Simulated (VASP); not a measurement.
# Sb (P6_3/mmc) in VASP: a series of runs

Sb is run at these levels: PBE; tasks: single point.

Program: VASP 6.6.1. These are calculated values, not measurements. Logs are shortened: lines on timing, memory, paths and dates and some standing lists are left out, and cuts for length are marked.

## Step 1: The cell of the first run

It takes space group P6_3/mmc (No. 194, hexagonal). The conventional cell has a = 3.153 Å, b = 3.153 Å, c = 5.468 Å, α = 90.00°, β = 90.00°, γ = 120.00°. Sb (site symmetry -6m2) has 12 Sb at 3.15 to 3.28 Å within 4.1 Å.

## Step 2: Single point, PBE (strained)

Contents of INCAR:

```
  ALGO = Normal
  EDIFF = 1E-7
  ENCUT = 520
  GGA = PE
  ISIF = 2
  ISMEAR = 0
  LASPH = True
  LCHARG = False
  LREAL = False
  LWAVE = False
  NBANDS = 12
  NELM = 60
  PREC = Accurate
  SIGMA = 0.1
```

Contents of KPOINTS:

```
k-points
0
Gamma
  15 15 8
```

Contents of POSCAR:

```
Sb
1.0
    3.1528788180      0.0000000000      0.0000000000
   -1.5764394090      2.7304731514      0.0000000000
    0.0000000000      0.0000000000      5.4677805000
Sb
2
Direct
    0.3333333333      0.6666666667      0.2500000000
    0.6666666667      0.3333333333      0.7500000000
```

Potentials or basis: VASP PAW PBE potentials, release 64 (Sb).

Started as:

```
> cat potpaw_PBE.64/Sb/POTCAR > POTCAR
> mpirun -np 1 vasp_std > vasp.out
```

OUTCAR:

```text
EDIFF = 1E-7
   ENCUT = 520
   GGA = PE
   ISIF = 2
   ISMEAR = 0
   LASPH = True
   LREAL = False
   NELM = 60
   PREC = Accurate

 ion  position               nearest neighbor table
   1  0.333  0.667  0.250-   2 3.28   2 3.28   2 3.28   2 3.28   2 3.28   2 3.28
   2  0.667  0.333  0.750-   1 3.28   1 3.28   1 3.28   1 3.28   1 3.28   1 3.28

  LATTYP: Found a hexagonal cell.
 ALAT       =     3.1528788180
 C/A-ratio  =     1.7342184130

  Lattice vectors:

 A1 = (   3.1528788180,   0.0000000000,   0.0000000000)
 A2 = (  -1.5764394090,   2.7304731514,   0.0000000000)
 A3 = (   0.0000000000,   0.0000000000,   5.4677805000)

Analysis of symmetry for initial positions (statically):
=====================================================================
 Subroutine PRICEL returns:
 Original cell was already a primitive cell.

 Routine SETGRP: Setting up the symmetry group for a
 hexagonal supercell.

 Subroutine GETGRP returns: Found 24 space group operations
 (whereof 12 operations were pure point group operations)
 out of a pool of 24 trial point group operations.

The static configuration has the point symmetry D_3d.
 The point group associated with its full space group is D_6h.

Analysis of symmetry for dynamics (positions and initial velocities):
=====================================================================
 Subroutine PRICEL returns:
 Original cell was already a primitive cell.

 Routine SETGRP: Setting up the symmetry group for a
 hexagonal supercell.

 Subroutine GETGRP returns: Found 24 space group operations
 (whereof 12 operations were pure point group operations)
 out of a pool of 24 trial point group operations.

The dynamic configuration has the point symmetry D_3d.
 The point group associated with its full space group is D_6h.

 Subroutine INISYM returns: Found 24 space group operations
 (whereof 12 operations are pure point group operations),
 and found     1 'primitive' translations

----------------------------------------------------------------------------------------

                                     Primitive cell

  volume of cell :      47.0713

  direct lattice vectors                    reciprocal lattice vectors
     3.152878818  0.000000000  0.000000000     0.317170452  0.183118446  0.000000000
    -1.576439409  2.730473151  0.000000000     0.000000000  0.366236892  0.000000000
     0.000000000  0.000000000  5.467780500     0.000000000  0.000000000  0.182889566

  length of vectors
     3.152878818  3.152878818  5.467780500     0.366236892  0.366236892  0.182889566

  position of ions in fractional coordinates (direct lattice)
     0.333333333  0.666666667  0.250000000
     0.666666667  0.333333333  0.750000000

  ion indices of the primitive-cell ions
   primitive index   ion index
                 1           1
                 2           2

----------------------------------------------------------------------------------------

 KPOINTS: k-points

Automatic generation of k-mesh.
 Grid dimensions read from file:
 generate k-points for:   15   15    8

 Generating k-lattice:

  Cartesian coordinates                     Fractional coordinates (reciprocal lattice)
     0.021144697  0.012207896  0.000000000     0.066666667  0.000000000  0.000000000
     0.000000000  0.024415793  0.000000000     0.000000000  0.066666667  0.000000000
     0.000000000  0.000000000  0.022861196     0.000000000  0.000000000  0.125000000

  Length of vectors
     0.024415793  0.024415793  0.022861196

  Shift w.r.t. Gamma in fractional coordinates (k-lattice)
     0.000000000  0.000000000  0.000000000

 Subroutine IBZKPT returns following result:
 ===========================================

 Found    135 irreducible k-points:

 Following reciprocal coordinates:
            Coordinates               Weight
  0.000000  0.000000  0.000000      1.000000
  0.066667  0.000000  0.000000      6.000000
  0.133333  0.000000  0.000000      6.000000
  0.200000 -0.000000  0.000000      6.000000
  0.266667  0.000000  0.000000      6.000000
  0.333333  0.000000  0.000000      6.000000
[... 16 lines left out ...]
  0.333333  0.200000  0.000000     12.000000
  0.400000  0.200000  0.000000      6.000000
 [... further k-points ...]
   k-points           NKPTS =    135   k-points in BZ     NKDIM =    135   number of bands    NBANDS=     12
   number of dos      NEDOS =    301   number of ions     NIONS =      2
   total plane-waves  NPLWV =  24192
   dimension x,y,z NGX =    24 NGY =   24 NGZ =   42
   dimension x,y,z NGXF=    48 NGYF=   48 NGZF=   84
   ions per type =               2
   NGX,Y,Z   is equivalent  to a cutoff of  12.65, 12.65, 12.77 a.u.
   NGXF,Y,Z  is equivalent  to a cutoff of  25.31, 25.31, 25.54 a.u.
 SYSTEM =  unknown system
   PREC   = accura    normal or accurate (medium, high low for compatibility)
   ISTART =      0    job   : 0-new  1-cont  2-samecut
   ICHARG =      2    charge: 1-file 2-atom 10-const
   ISPIN  =      1    spin polarized calculation?
   LNONCOLLINEAR =      F non collinear calculations
   LSORBIT =      F    spin-orbit coupling
   LASPH  =      T    aspherical Exc in radial PAW
   ENCUT  =  520.0 eV  38.22 Ry    6.18 a.u.   5.86  5.86 10.17*2*pi/ulx,y,z
   NELM   =     60;   NELMIN=  2; NELMDL= -5     # of ELM steps
   EDIFF  = 0.1E-06   stopping-criterion for ELM
   LREAL  =      F    real-space projection
   EDIFFG = 0.1E-05   stopping-criterion for IOM
   NSW    =      0    number of steps for IOM
   IBRION =     -1    ionic relax: 0-MD 1-quasi-New 2-CG
   NFREE  =      0    steps in history (QN), initial steepest desc. (CG)
   ISIF   =      2    stress and relaxation
   ISYM   =      2    0-nonsym 1-usesym 2-fastsym
   POTIM  = 0.5000    time-step for ionic-motion
   TEBEG  =    0.0;   TEEND  =   0.0 temperature during run
   PSTRESS=    0.0 pullay stress
   NELECT =      10.0000    total number of electrons
   NUPDOWN=      -1.0000    fix difference up-down
   EMIN   =  10.00;   EMAX   =-10.00  energy-range for DOS
   EFERMI =   0.00;   METHOD = LEGACY
   ISMEAR =     0;   SIGMA  =   0.10  broadening in eV -4-tet -1-fermi 0-gaus
   EFERMI_NEDOS =   21; number of points for ismear=-14 and -15
   IALGO  =     38    algorithm
   IMIX   =      4    mixing-type and parameters
     AMIX     =   0.40;   BMIX     =  1.00
     AMIX_MAG =   1.60;   BMIX_MAG =  1.00
  volume/ion in A,a.u.               =      23.54       158.83
  Fermi-wavevector in a.u.,A,eV,Ry     =   0.976838  1.845957 12.982861  0.954213
  Thomas-Fermi vector in A             =   2.107489
   LORBIT       =      0    0 simple, 1 ext, 2 COOP (PROOUT), +10 PAW based schemes
   GGA     = PE    functional components
   LHFCALC =     F    Hartree Fock is set to
   AEXX    =    0.0000 exact exchange contribution
   IVDW    =     0    specifies the selected vdW correction
   LEPSILON=     F    determine dielectric tensor
   LRPA    =     F    only Hartree local field effects (RPA)
 non-spin polarized calculation
 Gauss-broadening in eV      SIGMA  =   0.10
  energy-cutoff  :      520.00
  volume of cell :       47.07
 maximum number of plane-waves:      1281
 NGX is ok and might be reduce to    24
   NGX = 11   NGY = 11   NGZ = 21

 number of electron      10.0000000 magnetization

 Free energy of the ion-electron system (eV)
  ---------------------------------------------------
  ext. energy  EPLUGINS =         0.00000000
  ---------------------------------------------------
  free energy    TOTEN  =        -7.43327724 eV

  energy without entropy =       -7.42668836  energy(sigma->0) =       -7.42998280

 E-fermi :  10.5061     XC(G=0): -10.8272

 val. band max:       10.5012419277   @ k =   0.2667   0.1333   0.3750
 cond. band min:      10.5107650044   @ k =   0.4667   0.0667   0.1250
 fundamental gap:      0.0095230768
 Fermi energy:        10.5060880581

 k-point     1 :       0.0000    0.0000    0.0000
  band No.  band energies     occupation
      1      -3.6802      2.00000
      2       0.2229      2.00000
      3       3.5558      2.00000
      4      15.4377      0.00000
      5      15.4377      0.00000
      6      15.6625      0.00000
      7      17.1118      0.00000
      8      17.1118      0.00000
      9      19.3849      0.00000
     10      19.5493      0.00000
     11      20.8125      0.00000
     12      21.2571      0.00000

 k-point     2 :       0.0667    0.0000    0.0000
  band No.  band energies     occupation
      1      -3.5872      2.00000
      2       0.3102      2.00000
      3       3.6523      2.00000
      4      14.3639      0.00000
      5      14.9928      0.00000
      6      15.6714      0.00000
      7      16.5702      0.00000
      8      17.2274      0.00000
      9      19.3242      0.00000
     10      19.8567      0.00000
     11      20.3646      0.00000
     12      21.2091      0.00000

 k-point     3 :       0.1333    0.0000    0.0000
  band No.  band energies     occupation
      1      -3.3085      2.00000
      2       0.5711      2.00000
      3       3.9402      2.00000
      4      12.3617      0.00000
      5      14.1531      0.00000
      6      15.2578      0.00000
      7      15.6163      0.00000
      8      17.0505      0.00000
      9      18.1224      0.00000
     10      19.9393      0.00000
     11      20.1500      0.00000
     12      20.7743      0.00000
[... 286 lines left out ...]
 k-point    23 :       0.3333    0.2000    0.0000
  band No.  band energies     occupation
      1       0.6984      2.00000
      2       3.0103      2.00000
      3       5.6700      2.00000
      4       7.2046      2.00000
      5       7.8795      2.00000
      6       8.6283      2.00000
      7      10.8898      0.00000
      8      11.1309      0.00000
      9      14.9467      0.00000
     10      20.0730      0.00000
     11      21.6121      0.00000
     12      23.0908      0.00000

 k-point    24 :       0.4000    0.2000    0.0000
  band No.  band energies     occupation
      1       1.4197      2.00000
      2       2.5007      2.00000
      3       5.7852      2.00000
      4       7.1032      2.00000
      5       7.9537      2.00000
      6       8.4787      2.00000
      7      10.2092      1.99997
      8      11.0191      0.00000
      9      14.8056      0.00000
     10      20.0085      0.00000
     11      22.1920      0.00000
     12      23.5144      0.00000

 [... further k-points ...]
[... 5 lines left out ...]
  --------------------------------------------------------------------------------------
  -------------------------------------------------------------------------------------
  Total        4.5561111      4.5561111      2.5441545     -0.0000000      0.0000000      0.0000000
  in kB      155.0774418    155.0774417     86.5959957     -0.0000000      0.0000000      0.0000000
  external PRESSURE =     132.2502931 kB  Pullay stress =       0.0000000 kB

 VOLUME and BASIS-vectors are now :
 -----------------------------------------------------------------------------
  energy-cutoff  :      520.00
  volume of cell :       47.07
      direct lattice vectors                 reciprocal lattice vectors
     3.152878818  0.000000000  0.000000000     0.317170452  0.183118446  0.000000000
    -1.576439409  2.730473151  0.000000000     0.000000000  0.366236892  0.000000000
     0.000000000  0.000000000  5.467780500     0.000000000  0.000000000  0.182889566

 POSITION                                       TOTAL-FORCE (eV/Angst)
 -----------------------------------------------------------------------------------
     -0.00000      1.82032      1.36695        -0.000000      0.000000      0.000000
      1.57644      0.91016      4.10084         0.000000     -0.000000      0.000000
 -----------------------------------------------------------------------------------
    total drift:                                0.000000     -0.000000      0.000000

  FREE ENERGIE OF THE ION-ELECTRON SYSTEM (eV)
  ---------------------------------------------------
  free  energy   TOTEN  =        -7.4332772378 eV

  energy  without entropy=       -7.4266883590  energy(sigma->0) =       -7.42998280
```

It took 42 s on 1 thread of Intel Xeon Platinum 8259CL at 2.50GHz (Skylake/Cascade Lake), shared host; peak memory 0.2 GiB.

What came out:

```yaml
Free_energy: -7.4333 eV
Pressure: 13.2 GPa
Band_gap_on_the_k_mesh: zero (band 5 reaches 16.28 eV, above the bottom of band 6 at 6.53 eV)
```

Levels at points of the mesh, in eV from the Fermi level:
```
           k point  band 1  band 2  band 3  band 4  band 5  band 6  band 7  band 8  band 9  band 10
(0.00, 0.00, 0.00)  -14.19  -10.28   -6.95    4.93    4.93    5.16    6.61    6.61    8.88     9.04
(0.00, 0.00, 0.50)  -12.93  -12.93   -1.71   -1.71    5.78    5.78    5.78    5.78    9.69     9.69
```

Caveat: the cell differs from its parent crystal (strained); spin-orbit coupling is left out, which moves the levels of the heavy elements.

(Part 1 of 2 ends here.)
